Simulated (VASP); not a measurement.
# Te2Mo (P-3m1) in VASP: a series of runs, part 2 of 2

VASP 6.6.1. Earlier steps stand in the parts before.

## (4) Single point, PBE

This run uses another cell than the first one, of 25.80 Å³/atom, 1.057 times its volume.

Input file INCAR:

```
SYSTEM = Te2Mo
ALGO     = Normal         ! electronic algorithm
EDIFF    = 1E-6           ! SCF threshold, eV
ENCUT    = 520            ! plane-wave cutoff, eV
GGA      = PE             ! functional
ISIF     = 2              ! what is computed and relaxed
ISMEAR   = -1             ! smearing method
LASPH    = .True.         ! aspherical terms in the spheres
LCHARG   = .False.        ! write CHGCAR
LREAL    = .False.        ! projectors in reciprocal space
LWAVE    = .False.        ! write WAVECAR
NBANDS   = 20             ! bands
NELM     = 100            ! most SCF steps
PREC     = Accurate       ! precision mode
SIGMA    = 0.02           ! smearing width, eV
```

Input file KPOINTS:

```
k-points
0
Gamma
  12 12 4
  0 0 0
```

Input file POSCAR:

```
Te2Mo
1.0
    3.5194547085      0.0000000000      0.0000000000
   -1.7597273543      3.0479371850      0.0000000000
    0.0000000000      0.0000000000      7.2144517852
Mo Te
1 2
Direct
    0.0000000000      0.0000000000      0.0000000000
    0.3333333333      0.6666666667      0.2534156295
    0.6666666667      0.3333333333      0.7465843705
```

Command:

```bash
cat potpaw_PBE.64/Mo_sv/POTCAR potpaw_PBE.64/Te/POTCAR > POTCAR
mpirun -np 1 vasp_std > vasp.out
```

Run time: 81 s. Hardware: 1 thread of Intel Xeon Platinum 8259CL at 2.50GHz (Skylake/Cascade Lake), shared host; peak memory 0.26 GiB.

The run converged. Its results:

```yaml
Free_energy: -17.4966 eV
Pressure: 1.9 GPa
Largest_force: 0.233 eV/Å
Band_gap_on_the_k_mesh: zero (band 13 reaches 8.72 eV, above the bottom of band 14 at 8.16 eV)
```

Forces on the atoms (eV/Å):
```
Mo   0.000  0.000  0.000
Te   0.000  0.000  0.233
Te   0.000  0.000 -0.233
```

Stress tensor (GPa, compression positive):
```
1.29 0.00 0.00
0.00 1.29 0.00
0.00 0.00 2.97
```

Levels at points of the mesh, in eV from the Fermi level:
| k point | band 9 | band 10 | band 11 | band 12 | band 13 | band 14 | band 15 | band 16 | band 17 | band 18 |
| --- | --- | --- | --- | --- | --- | --- | --- | --- | --- | --- |
| (0.00, 0.00, 0.00) | -2.63 | -1.62 | -1.41 | -0.86 | -0.86 | 1.31 | 1.31 | 3.40 | 3.40 | 5.19 |
| (0.50, 0.00, 0.00) | -3.86 | -2.97 | -2.95 | -1.71 | -0.92 | 0.58 | 0.88 | 2.31 | 3.17 | 4.69 |
| (0.00, 0.00, 0.50) | -2.61 | -2.61 | -0.86 | -0.86 | -0.67 | 1.19 | 1.19 | 3.62 | 3.62 | 5.74 |
| (0.50, 0.00, 0.50) | -4.00 | -3.04 | -2.10 | -1.95 | -0.67 | 0.58 | 1.07 | 2.69 | 3.24 | 3.52 |

Caveat: spin-orbit coupling is left out, which moves the levels of the heavy elements; this functional lacks dispersion, which binds the layers, so the pressure and a relaxed spacing across them are unreliable.

## (5) Single point, LDA

This run uses another cell than the first one, of 25.80 Å³/atom, 1.057 times its volume.

Input file INCAR:

```
PREC = Accurate
ENCUT = 520
EDIFF = 1E-6
ISMEAR = -1
SIGMA = 0.02
LREAL = F
LASPH = T
NELM = 100
ALGO = Normal
ISIF = 2
LWAVE = F
LCHARG = F
GGA = CA
NBANDS = 20
```

Input file KPOINTS:

```
regular mesh
0
Gamma
  12 12 4
```

POSCAR is that of step 4.

Potentials or basis: VASP PAW LDA potentials, release 64 (Mo_sv, Te).

Command:

```bash
cat potpaw_LDA.64/Mo_sv/POTCAR potpaw_LDA.64/Te/POTCAR > POTCAR
mpirun -np 1 vasp_std > vasp.out
```

OUTCAR:

```text
PREC = Accurate
   ENCUT = 520
   EDIFF = 1E-6
   ISMEAR = -1
   LREAL = F
   LASPH = T
   NELM = 100
   ISIF = 2
   GGA = CA

 ion  position               nearest neighbor table
   1  0.000  0.000  0.000-   2 2.73   3 2.73   2 2.73   3 2.73   3 2.73   2 2.73
   2  0.333  0.667  0.253-   1 2.73   1 2.73   1 2.73
   3  0.667  0.333  0.747-   1 2.73   1 2.73   1 2.73

  LATTYP: Found a hexagonal cell.
 ALAT       =     3.5194547085
 C/A-ratio  =     2.0498777176

  Lattice vectors:

 A1 = (   3.5194547085,   0.0000000000,   0.0000000000)
 A2 = (  -1.7597273543,   3.0479371850,   0.0000000000)
 A3 = (   0.0000000000,   0.0000000000,   7.2144517852)

Analysis of symmetry for initial positions (statically):
=====================================================================
 Subroutine PRICEL returns:
 Original cell was already a primitive cell.

 Routine SETGRP: Setting up the symmetry group for a
 hexagonal supercell.

 Subroutine GETGRP returns: Found 12 space group operations
 (whereof 12 operations were pure point group operations)
 out of a pool of 24 trial point group operations.

The static configuration has the point symmetry D_3d.

Analysis of symmetry for dynamics (positions and initial velocities):
=====================================================================
 Subroutine PRICEL returns:
 Original cell was already a primitive cell.

 Routine SETGRP: Setting up the symmetry group for a
 hexagonal supercell.

 Subroutine GETGRP returns: Found 12 space group operations
 (whereof 12 operations were pure point group operations)
 out of a pool of 24 trial point group operations.

The dynamic configuration has the point symmetry D_3d.

 Subroutine INISYM returns: Found 12 space group operations
 (whereof 12 operations are pure point group operations),
 and found     1 'primitive' translations

[... 108 lines left out ...]
   NUPDOWN=      -1.0000    fix difference up-down
   EMIN   =  10.00;   EMAX   =-10.00  energy-range for DOS
   EFERMI =   0.00;   METHOD = LEGACY
   ISMEAR =    -1;   SIGMA  =   0.02  broadening in eV -4-tet -1-fermi 0-gaus
   EFERMI_NEDOS =   21; number of points for ismear=-14 and -15
   IALGO  =     38    algorithm
   IMIX   =      4    mixing-type and parameters
     AMIX     =   0.40;   BMIX     =  1.00
     AMIX_MAG =   1.60;   BMIX_MAG =  1.00
  volume/ion in A,a.u.               =      25.80       174.08
  Fermi-wavevector in a.u.,A,eV,Ry     =   1.138075  2.150651 17.622478  1.295216
  Thomas-Fermi vector in A             =   2.274780
   LORBIT       =      0    0 simple, 1 ext, 2 COOP (PROOUT), +10 PAW based schemes
   GGA     = CA    functional components
   LHFCALC =     F    Hartree Fock is set to
   AEXX    =    0.0000 exact exchange contribution
   IVDW    =     0    specifies the selected vdW correction
   LEPSILON=     F    determine dielectric tensor
   LRPA    =     F    only Hartree local field effects (RPA)
 non-spin polarized calculation
  energy-cutoff  :      520.00
  volume of cell :       77.39
 maximum number of plane-waves:      2138
 NGX is ok and might be reduce to    28
   NGX = 13   NGY = 13   NGZ = 27

 number of electron      25.9999998 magnetization

 Free energy of the ion-electron system (eV)
  ---------------------------------------------------
  ext. energy  EPLUGINS =         0.00000000
  ---------------------------------------------------
  free energy    TOTEN  =       -20.05173825 eV

  energy without entropy =      -20.05030390  energy(sigma->0) =      -20.05102107

 E-fermi :   8.1319     XC(G=0): -10.4777

 val. band max:        8.0486485594   @ k =   0.3333   0.3333   0.5000
 cond. band min:       8.1332420894   @ k =   0.2500   0.1667   0.5000
 fundamental gap:      0.0845935300
 Fermi energy:         8.1318948220

 k-point     1 :       0.0000    0.0000    0.0000
  band No.  band energies     occupation
      1     -52.8878      2.00000
      2     -27.1888      2.00000
      3     -27.1307      2.00000
      4     -27.1307      2.00000
      5      -5.3198      2.00000
      6      -4.1945      2.00000
[... 541 lines left out ...]
     19      14.7005      0.00000
     20      15.4298      0.00000

 [... further k-points ...]
[... 5 lines left out ...]
  --------------------------------------------------------------------------------------
  -------------------------------------------------------------------------------------
  Total       -1.9300017     -1.9300017     -1.3342186      0.0000000      0.0000000      0.0000000
  in kB      -39.9561423    -39.9561423    -27.6218544      0.0000000      0.0000000      0.0000000
  external PRESSURE =     -35.8447130 kB  Pullay stress =       0.0000000 kB

 VOLUME and BASIS-vectors are now :
 -----------------------------------------------------------------------------
  energy-cutoff  :      520.00
  volume of cell :       77.39
      direct lattice vectors                 reciprocal lattice vectors
     3.519454709  0.000000000  0.000000000     0.284134925  0.164045376  0.000000000
    -1.759727354  3.047937185  0.000000000     0.000000000  0.328090751  0.000000000
     0.000000000  0.000000000  7.214451785     0.000000000  0.000000000  0.138610671

 POSITION                                       TOTAL-FORCE (eV/Angst)
 -----------------------------------------------------------------------------------
      0.00000      0.00000      0.00000         0.000000      0.000000     -0.000000
     -0.00000      2.03196      1.82825        -0.000000     -0.000000     -0.206246
      1.75973      1.01598      5.38620         0.000000      0.000000      0.206246
 -----------------------------------------------------------------------------------
    total drift:                               -0.000000      0.000000      0.000000

  FREE ENERGIE OF THE ION-ELECTRON SYSTEM (eV)
  ---------------------------------------------------
  free  energy   TOTEN  =       -20.0517382514 eV

  energy  without entropy=      -20.0503038955  energy(sigma->0) =      -20.05102107
```

stdout:

```text
POSCAR found type information on POSCAR MoTe
 POSCAR found :  2 types and       3 ions
 scaLAPACK will be used
 LDA part: xc-table for (Slater(with rela. corr.)+CA(PZ))
 , standard interpolation
 POSCAR, INCAR and KPOINTS ok, starting setup
 FFT: planning ... GRIDC
 FFT: planning ... GRID_SOFT
 FFT: planning ... GRID
 WAVECAR not read
 entering main loop
```

Wall time 82 s (1 thread of Intel Xeon Platinum 8259CL at 2.50GHz (Skylake/Cascade Lake), shared host); peak memory 0.24 GiB.

What came out:

```yaml
Free_energy: -20.0517 eV
Pressure: -3.6 GPa
Largest_force: 0.206 eV/Å
Band_gap_on_the_k_mesh: zero (band 13 reaches 8.56 eV, above the bottom of band 14 at 8.01 eV)
```

Forces on the atoms (eV/Å):
```
Mo   0.000  0.000  0.000
Te   0.000  0.000 -0.206
Te   0.000  0.000  0.206
```

Stress tensor (GPa, compression positive):
```
-4.00  0.00  0.00
 0.00 -4.00  0.00
 0.00  0.00 -2.76
```

Caveat: spin-orbit coupling is left out, which moves the levels of the heavy elements.

## (6) Relaxation of cell and atoms, PBE+D3(BJ)

This run uses another cell than the first one, of 37.54 Å³/atom, 1.538 times its volume.

Input file INCAR:

```
SYSTEM = Te2Mo
  PREC = Accurate
  ENCUT = 600
  EDIFF = 1E-6
  ISMEAR = -1
  SIGMA = 0.02
  LREAL = .False.
  LASPH = .True.
  NELM = 100
  ALGO = Normal
  ISIF = 3
  LWAVE = .False.
  LCHARG = .False.
  GGA = PE
  IVDW = 12
  IBRION = 2
  NSW = 80
  EDIFFG = -0.005
```

Input file KPOINTS:

```
Automatic mesh
0
Gamma
  6 6 4
  0 0 0
```

Input file POSCAR:

```
Te2Mo
1.0
    4.4284432400      0.0000000000      0.0000000000
   -2.2142216200      3.8351443451      0.0000000000
    0.0000000000      0.0000000000      6.6318897880
Mo Te
1 2
Direct
    0.0000000000      0.0000000000      0.0000000000
    0.3333333333      0.6666666667      0.2713321469
    0.6666666667      0.3333333333      0.7286678531
```

Potentials or basis: VASP PAW PBE potentials, release 64 (Mo_sv, Te).

Command:

```bash
cat potpaw_PBE.64/Mo_sv/POTCAR potpaw_PBE.64/Te/POTCAR > POTCAR
mpirun -np 1 vasp_std > vasp.out
```

Wall time 12 min (1 thread of Intel Xeon Platinum 8259CL at 2.50GHz (Skylake/Cascade Lake), shared host); peak memory 0.32 GiB.

It converged, with:

```yaml
Free_energy: -19.0972 eV
Relaxed_volume: 24.38 Å³/atom
Relaxed_cell: a = 3.457 Å, b = 3.457 Å, c = 7.069 Å, α = 90.00°, β = 90.00°, γ = 120.00°
Space_group_after_relaxing_to_0.05_Å: P-3m1 (No. 164)
Energy_gained_by_relaxing: 1038.6 meV/atom
Ionic_steps: 20
Pressure_after_relaxing: 0.0 GPa
Band_gap_on_the_k_mesh: zero (band 13 reaches 9.47 eV, above the bottom of band 14 at 8.84 eV)
Dispersion_energy_per_atom: -0.550 eV
```

The path:
| step | energy change (eV) | largest force (eV/Å) | pressure (GPa) | volume (Å³) |
| --- | --- | --- | --- | --- |
| 1 | 0.0000 | 1.8450 | -15.39 | 112.63 |
| 2 | -1.7081 | 4.4090 | 26.81 | 63.41 |
| 3 | -2.8281 | 1.2360 | 5.88 | 77.06 |
| 4 | -2.5803 | 0.1246 | -8.52 | 83.97 |
| 5 | -2.7753 | 0.4144 | -5.11 | 79.77 |
| 6 | -2.8130 | 0.6018 | -3.84 | 78.53 |
| 7 | -2.8293 | 0.7398 | -2.61 | 77.79 |
| 8 | -2.8627 | 0.4160 | -2.38 | 75.51 |
| 9 | -3.0129 | 0.9085 | -0.21 | 68.89 |
| 10 | -3.0498 | 0.3550 | -1.35 | 71.46 |
| 11 | -3.0534 | 0.4625 | -1.17 | 70.97 |
| 12 | -3.0513 | 0.2001 | 3.75 | 68.60 |
| 13 | -3.0650 | 0.1561 | 1.09 | 69.82 |
| 14 | -3.0849 | 0.1123 | 0.84 | 70.47 |
| 15 | -3.1142 | 0.0067 | 0.49 | 72.28 |
| 16 | -3.1150 | 0.0222 | 0.49 | 72.72 |
| 17 | -3.1088 | 0.2405 | -1.68 | 74.19 |
| 18 | -3.1155 | 0.0367 | -0.02 | 73.04 |
| 19 | -3.1158 | 0.0097 | 0.00 | 73.17 |
| 20 | -3.1158 | 0.0006 | -0.01 | 73.14 |

Final structure:
```
Mo Te
1.0
     3.45655    0.00000    0.00000
    -1.72828    2.99346    0.00000
     0.00000    0.00000    7.06891
Mo Te
1 2
Direct
  0.00000 0.00000 0.00000
  0.33333 0.66667 0.26400
  0.66667 0.33333 0.73600
```

Levels at points of the mesh, in eV from the Fermi level:
```
           k point  band 9  band 10  band 11  band 12  band 13  band 14  band 15  band 16  band 17
(0.00, 0.00, 0.00)   -2.51    -1.93    -1.38    -0.84    -0.84     1.56     1.56     3.41     3.41
(0.50, 0.00, 0.00)   -3.99    -3.17    -2.92    -1.84    -0.90     0.72     0.72     2.38     3.20
(0.00, 0.00, 0.50)   -2.50    -2.50    -0.84    -0.84    -0.79     1.36     1.36     3.73     3.73
(0.50, 0.00, 0.50)   -4.21    -3.03    -2.35    -1.90    -0.52     0.72     1.11     2.54     2.99
```

Caveat: the volume moved by over 15 % at a fixed basis, so the end points are rough; spin-orbit coupling is left out, which moves the levels of the heavy elements.

## (7) Overview

```tsv
task	level	potentials or basis	cell	k mesh	cutoff (eV)	gap on the mesh (eV)	pressure (GPa)	largest force (eV/Å)
single point	PBE+D3(BJ)	VASP PAW PBE potentials, release 64 (Mo_sv, Te)	a = 3.457, b = 3.457, c = 7.073 Å, angles 90.0, 90.0, 120.0°, 3 atoms	6 × 6 × 4	520	none	0.0	0.01
single point	PBE+D4	VASP PAW PBE potentials, release 64 (Mo_sv, Te)	a = 3.476, b = 3.476, c = 7.008 Å, angles 90.0, 90.0, 120.0°, 3 atoms	12 × 12 × 4	520	none	0.0	0.01
single point	PBE	VASP PAW PBE potentials, release 64 (Mo_sv, Te)	a = 3.519, b = 3.519, c = 7.214 Å, angles 90.0, 90.0, 120.0°, 3 atoms	12 × 12 × 4	520	none	1.9	0.23
single point	LDA	VASP PAW LDA potentials, release 64 (Mo_sv, Te)	a = 3.519, b = 3.519, c = 7.214 Å, angles 90.0, 90.0, 120.0°, 3 atoms	12 × 12 × 4	520	none	-3.6	0.21
relaxation of cell and atoms	PBE+D3(BJ)	VASP PAW PBE potentials, release 64 (Mo_sv, Te)	relaxed from a = 4.428, b = 4.428, c = 6.632 Å, angles 90.0, 90.0, 120.0°, 3 atoms	6 × 6 × 4	600	none	0.0	-
```

Alike in all rows: no spin polarisation; smearing fermi-dirac 0.02 eV.

Caveats: spin-orbit coupling is left out, which moves the levels of the heavy elements; this functional lacks dispersion, which binds the layers, so the pressure and a relaxed spacing across them are unreliable (some runs); the volume moved by over 15 % at a fixed basis, so the end points are rough (some runs).

Absolute energies hang on the potentials; compare differences alone.
